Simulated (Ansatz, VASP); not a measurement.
AgBr in VASP and in Ansatz

```
Ag Br
1.0
     0.00000    2.89217    2.89217
     2.89217    0.00000    2.89217
     2.89217    2.89217    0.00000
Ag Br
1 1
Direct
  0.50000 0.50000 0.50000
  0.00000 0.00000 0.00000
```

Alike in both runs: task electric field gradients; functional r2SCAN; k mesh 10 × 10 × 10; occupations gaussian, width 0.05 eV; no spin polarisation.

|  | VASP | Ansatz |
| --- | --- | --- |
| version | VASP 6.6.1 | Ansatz 0.2.0 |
| potentials or method | VASP PAW PBE potentials, release 64 (Ag, Br), cutoff 440 eV | scalar-relativistic, plane waves, PAW |
| valence electrons in the cell | 18 | 26 |

VASP gave:

| Property | Result |
| --- | --- |
| gap on the k mesh at the Fermi level (eV) | 1.25 |
| least direct gap on the mesh (eV) | 3.19 |
| pressure (GPa) | -0.1 |

Problem. Estimate Ansatz's values.

Solution. gap on the k mesh at the Fermi level (eV): 1.29; least direct gap on the mesh (eV): 3.21; pressure (GPa): 0.0.

VASP's potentials were made for PBE, not for r2SCAN. VASP's potentials hold 18 valence electrons a cell and Ansatz's 26, so a difference there can come from the potentials and not from the codes.
